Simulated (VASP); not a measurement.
# Cu3Ni2 in VASP: notebook, part 2 of 2

VASP 6.6.1. The steps go on from the part before.

## Step 3: Single point, PBE

Contents of INCAR:

```
SYSTEM = Cu3Ni2
PREC = Accurate ; ENCUT = 520
EDIFF = 1E-6 ; ISMEAR = 0
SIGMA = 0.2 ; LREAL = .False.
LASPH = .True. ; NELM = 60
ALGO = Fast ; ISIF = 2
LWAVE = .False. ; LCHARG = .False.
GGA = PE ; NBANDS = 64
```

Contents of KPOINTS:

```
regular mesh
0
Gamma
  12 12 1
  0 0 0
```

Contents of POSCAR:

```
Cu3Ni2
1.0
    2.5228989156      0.0001224468     -0.0000615414
   -1.2613378696      2.1845675392     -0.0003985926
   -0.0002506000     -0.0032292637     20.8344690052
Cu Ni
6 4
Direct
    0.3334969490      0.6667293220      0.8468968194
    0.3328925813      0.6655754272      0.0510770531
    0.3330574323      0.6674937719      0.4489481578
    0.6666390563      0.3326478476      0.9489338877
    0.6666380668      0.3324310120      0.1531040223
    0.6669321254      0.3341468892      0.5510422130
    0.3337010543      0.6676108721      0.6507004034
    0.3330308870      0.6662476580      0.2526868721
    0.6671536272      0.3338871065      0.7473119811
    0.6664582204      0.3332300935      0.3492985902
```

Potentials or basis: VASP PAW PBE potentials, release 64 (Cu, Ni).

Run with:

```bash
> cat potpaw_PBE.64/Cu/POTCAR potpaw_PBE.64/Ni/POTCAR > POTCAR
> mpirun -np 1 vasp_std > vasp.out
```

OUTCAR:

```text
SYSTEM = Cu3Ni2
   PREC = Accurate
   ENCUT = 520
   EDIFF = 1E-6
   ISMEAR = 0
   LREAL = .False.
   LASPH = .True.
   NELM = 60
   ISIF = 2
   GGA = PE

 ion  position               nearest neighbor table
   1  0.333  0.667  0.847-   9 2.53   9 2.53   9 2.54   4 2.58   4 2.58   4 2.58
   2  0.333  0.666  0.051-   5 2.58   5 2.58   5 2.58   4 2.58   4 2.58   4 2.58
   3  0.333  0.667  0.449-  10 2.54  10 2.54  10 2.54   6 2.58   6 2.58   6 2.58
   4  0.667  0.333  0.949-   1 2.58   1 2.58   1 2.58   2 2.58   2 2.58   2 2.58
   5  0.667  0.332  0.153-   8 2.53   8 2.53   8 2.54   2 2.58   2 2.58   2 2.58
   6  0.667  0.334  0.551-   7 2.54   7 2.54   7 2.54   3 2.58   3 2.58   3 2.58
   7  0.334  0.668  0.651-   9 2.48   9 2.48   9 2.49   6 2.54   6 2.54   6 2.54
   8  0.333  0.666  0.253-  10 2.48  10 2.48  10 2.48   5 2.53   5 2.53   5 2.54
   9  0.667  0.334  0.747-   7 2.48   7 2.48   7 2.49   1 2.53   1 2.53   1 2.54
  10  0.666  0.333  0.349-   8 2.48   8 2.48   8 2.48   3 2.54   3 2.54   3 2.54

  LATTYP: Found a base centered monoclinic cell.
 ALAT       =    43.6775701936
 B/A-ratio  =     0.0577618880
 C/A-ratio  =     0.4873481134
 COS(beta)  =    -0.9951951227

[... 209 lines left out ...]
      4       0.4399      2.00000
      5       0.4586      2.00000
      6       1.8924      2.00000
[... 1597 lines left out ...]
     63      15.0244      0.00000
     64      15.2154      0.00000

 [... further k-points ...]

------------------------ aborting loop because EDIFF is reached ----------------------------------------

  FORCE on cell =-STRESS in cart. coord.  units (eV):
  Direction    XX          YY          ZZ          XY          YZ          ZX
  --------------------------------------------------------------------------------------
  -------------------------------------------------------------------------------------
  Total        0.2711149      0.2891398      0.1556815     -0.0000291      0.0120250      0.0017045
  in kB        3.7827188      4.0342104      2.1721392     -0.0004059      0.1677781      0.0237818
  external PRESSURE =       3.3296895 kB  Pullay stress =       0.0000000 kB

 VOLUME and BASIS-vectors are now :
 -----------------------------------------------------------------------------
  energy-cutoff  :      520.00
  volume of cell :      114.83
      direct lattice vectors                 reciprocal lattice vectors
     2.522898916  0.000122447 -0.000061541     0.396358322  0.228851600  0.000040239
    -1.261337870  2.184567539 -0.000398593    -0.000022214  0.457743691  0.000070948
    -0.000250600 -0.003229264 20.834469005     0.000001170  0.000009433  0.047997385

 POSITION                                       TOTAL-FORCE (eV/Angst)
 -----------------------------------------------------------------------------------
      0.00020      1.45382     17.64436         0.000297     -0.000301     -0.014003
      0.00033      1.45387      1.06388         0.000660      0.000526      0.001851
     -0.00178      1.45678      9.35331         0.001625     -0.001557     -0.013651
      1.26204      0.72371     19.77036        -0.000406      0.000600     -0.002625
      1.26251      0.72581      3.18967        -0.001272      0.000603      0.014669
      1.26099      0.72827     11.48050        -0.000642      0.000435      0.014625
     -0.00035      1.45638     13.55671         0.000468     -0.001391      0.002793
     -0.00022      1.45469      5.26431         0.000678     -0.000464      0.002673
      1.26183      0.72707     15.56967        -0.000726      0.000263     -0.002634
      1.26100      0.72692      7.27728        -0.000681      0.001286     -0.003697
 -----------------------------------------------------------------------------------
    total drift:                                0.000003     -0.000119     -0.000206

  FREE ENERGIE OF THE ION-ELECTRON SYSTEM (eV)
  ---------------------------------------------------
  free  energy   TOTEN  =       -44.0542964301 eV

  energy  without entropy=      -43.8373555947  energy(sigma->0) =      -43.94582601
```

OSZICAR:

```text
N       E                     dE             d eps       ncg     rms          rms(c)
DAV:   1     0.963968757040E+03    0.96397E+03   -0.45339E+04  9480   0.278E+03
DAV:   2     0.807916861615E+02   -0.88318E+03   -0.85779E+03  9480   0.522E+02
DAV:   3    -0.492565012086E+02   -0.13005E+03   -0.11876E+03  9512   0.236E+02
[... 23 lines left out ...]
RMM:  27    -0.440542999792E+02    0.35205E-04   -0.10704E-04 12514   0.597E-02    0.259E-02
RMM:  28    -0.440543001396E+02   -0.16046E-06   -0.33769E-05 13021   0.296E-02    0.226E-02
RMM:  29    -0.440542978327E+02    0.23069E-05   -0.71822E-06  8984   0.164E-02    0.174E-02
RMM:  30    -0.440542966086E+02    0.12241E-05   -0.26574E-06  6115   0.137E-02    0.746E-03
RMM:  31    -0.440542964301E+02    0.17849E-06   -0.12594E-06  5450   0.855E-03
   1 F= -.44054296E+02 E0= -.43945826E+02  d E =-.216941E+00
```

stdout:

```text
POSCAR found type information on POSCAR CuNi
 POSCAR found :  2 types and      10 ions
 scaLAPACK will be used
 -----------------------------------------------------------------------------
|                                                                             |
|           W    W    AA    RRRRR   N    N  II  N    N   GGGG   !!!           |
[... 18 lines left out ...]
|                                                                             |
 -----------------------------------------------------------------------------

 LDA part: xc-table for (Slater+PW92), standard interpolation
 POSCAR, INCAR and KPOINTS ok, starting setup
 FFT: planning ... GRIDC
 FFT: planning ... GRID_SOFT
 FFT: planning ... GRID
 WAVECAR not read
 entering main loop
```

It took 11 min on 1 thread of Intel Xeon 6975P-C (Granite Rapids), shared host; peak memory 0.54 GiB.

What came out:

| Item | Value |
| --- | --- |
| Free energy | -44.0543 eV |
| Pressure | 0.3 GPa |
| Largest force | 0.015 eV/Å |
| Band gap on the k mesh | zero (bands 53 and 54 overlap by 4.48 eV) |

Forces on the atoms (eV/Å):
```
Cu   0.000  0.000 -0.014
Cu   0.001  0.001  0.002
Cu   0.002 -0.002 -0.014
Cu   0.000  0.001 -0.003
Cu  -0.001  0.001  0.015
Cu  -0.001  0.000  0.015
Ni   0.000 -0.001  0.003
Ni   0.001  0.000  0.003
Ni  -0.001  0.000 -0.003
Ni  -0.001  0.001 -0.004
```

Levels at points of the mesh, in eV from the Fermi level:
```csv
k point,band 49,band 50,band 51,band 52,band 53,band 54,band 55,band 56
"(0.00, 0.00, 0.00)",-1.51,-1.47,-1.47,-0.65,-0.64,-0.64,-0.64,-0.64
"(0.50, 0.00, 0.00)",0.09,0.09,0.09,0.45,0.48,0.94,0.98,1.36
"(0.00, 0.50, 0.00)",0.09,0.09,0.09,0.45,0.48,0.94,0.98,1.37
"(0.50, 0.50, 0.00)",0.08,0.09,0.09,0.45,0.48,0.94,0.98,1.37
```

Spin polarisation is off, so any magnetic state and its effect on volume and gap are missing.

## Step 4: Relaxation of cell and atoms, PBE

Contents of INCAR:

```
ALGO = Fast
EDIFF = 1E-6
EDIFFG = -0.01
ENCUT = 600
GGA = PE
IBRION = 2
ISIF = 3
ISMEAR = 0
LASPH = True
LCHARG = False
LREAL = False
LWAVE = False
NELM = 60
NSW = 100
PREC = Accurate
SIGMA = 0.1
```

Contents of KPOINTS:

```
k-points
0
Gamma
  18 18 2
```

Contents of POSCAR:

```
Cu3Ni2
1.0
    2.5205933000      0.0000000000      0.0000000000
   -1.2602966000      2.1828978000      0.0000000000
    0.0000000000      0.0000000000     20.8495855000
Cu Ni
6 4
Direct
    0.3333333000      0.6666667000      0.8467910000
    0.3333333000      0.6666667000      0.0511480000
    0.3333333000      0.6666667000      0.4489950000
    0.6666667000      0.3333333000      0.9488520000
    0.6666667000      0.3333333000      0.1532090000
    0.6666667000      0.3333333000      0.5510050000
    0.3333333000      0.6666667000      0.6505200000
    0.3333333000      0.6666667000      0.2526390000
    0.6666667000      0.3333333000      0.7473610000
    0.6666667000      0.3333333000      0.3494800000
```

Run with:

```bash
> cat potpaw_PBE.64/Cu/POTCAR potpaw_PBE.64/Ni/POTCAR > POTCAR
> mpirun -np 1 vasp_std > vasp.out
```

It took 77 min on 1 thread of Oxide Virtual Turin-like, shared host; peak memory 0.56 GiB.

It converged, with:

```
Free energy                           : -43.9761 eV
Relaxed volume                        : 11.50 Å³/atom
Relaxed cell                          : a = 2.523 Å, b = 2.523 Å, c = 20.857 Å, α = 90.00°, β = 90.00°, γ = 120.00°
Space group after relaxing (to 0.1 Å) : P-3m1 (No. 164)
Energy gained by relaxing             : 0.0 meV/atom
Ionic steps                           : 5
Pressure after relaxing               : 0.1 GPa
Largest force after relaxing          : 0.004 eV/Å
Band gap on the k mesh                : zero (bands 53 and 54 overlap by 4.46 eV)
```

Forces in eV/Å, atoms in the order of the input:
```
Cu   0.000  0.000 -0.004
Cu   0.000  0.000  0.003
Cu   0.000  0.000  0.000
Cu   0.000  0.000 -0.003
Cu   0.000  0.000  0.004
Cu   0.000  0.000  0.000
Ni   0.000  0.000  0.003
Ni   0.000  0.000  0.003
Ni   0.000  0.000 -0.003
Ni   0.000  0.000 -0.003
```

Step by step:
```tsv
step	energy change (eV)	largest force (eV/Å)	pressure (GPa)	volume (Å³)
1	0.0000	0.0155	0.30	114.72
2	-0.0003	0.0105	-0.10	115.08
3	-0.0004	0.0149	-0.08	115.02
4	-0.0004	0.0155	-0.02	114.98
5	-0.0004	0.0038	0.06	114.98
```

Final structure:
```xyz
10
Lattice="2.5230 0.0000 0.0000 -1.2615 2.1849 0.0000 0.0000 0.0000 20.8572" Properties=species:S:1:pos:R:3 pbc="T T T"
Cu    0.0000    1.4566   17.6604
Cu    0.0000    1.4566    1.0669
Cu    0.0000    1.4566    9.3636
Cu    1.2615    0.7283   19.7903
Cu    1.2615    0.7283    3.1968
Cu    1.2615    0.7283   11.4936
Ni    0.0000    1.4566   13.5684
Ni    0.0000    1.4566    5.2697
Ni    1.2615    0.7283   15.5875
Ni    1.2615    0.7283    7.2888
```

Levels at points of the mesh, in eV from the Fermi level:
| k point | band 51 | band 52 | band 53 | band 54 | band 55 | band 56 |
| --- | --- | --- | --- | --- | --- | --- |
| (0.00, 0.00, 0.00) | -1.43 | -0.62 | -0.59 | -0.59 | -0.59 | -0.59 |
| (0.50, 0.00, 0.00) | 0.12 | 0.48 | 0.51 | 0.98 | 1.02 | 1.38 |
| (0.00, 0.00, 0.50) | -1.10 | -0.89 | -0.59 | -0.59 | -0.59 | -0.59 |
| (0.50, 0.00, 0.50) | 0.12 | 0.26 | 0.96 | 0.98 | 0.99 | 1.06 |

Spin polarisation is off, so any magnetic state and its effect on volume and gap are missing.

## Step 5: Overview

| task | cell | k mesh | cutoff (eV) | smearing | gap on the mesh (eV) | pressure (GPa) | largest force (eV/Å) |
| --- | --- | --- | --- | --- | --- | --- | --- |
| single point | a = 2.521, b = 2.521, c = 20.850 Å, angles 90.0, 90.0, 120.0°, 10 atoms, atomic positions A | 18 × 18 × 2 | 520 | gaussian 0.1 eV | none | 0.3 | 0.02 |
| single point | a = 2.523, b = 2.523, c = 20.834 Å, angles 90.0, 90.0, 120.0°, 10 atoms, atomic positions B | 12 × 12 × 1 | 520 | gaussian 0.2 eV | none | 0.3 | 0.01 |
| relaxation of cell and atoms | relaxed from a = 2.521, b = 2.521, c = 20.850 Å, angles 90.0, 90.0, 120.0°, 10 atoms, atomic positions A | 18 × 18 × 2 | 600 | gaussian 0.1 eV | none | 0.1 | - |

Alike in all rows: level PBE; potentials or basis VASP PAW PBE potentials, release 64 (Cu, Ni); no spin polarisation.

Absolute energies hang on the potentials; compare differences alone.
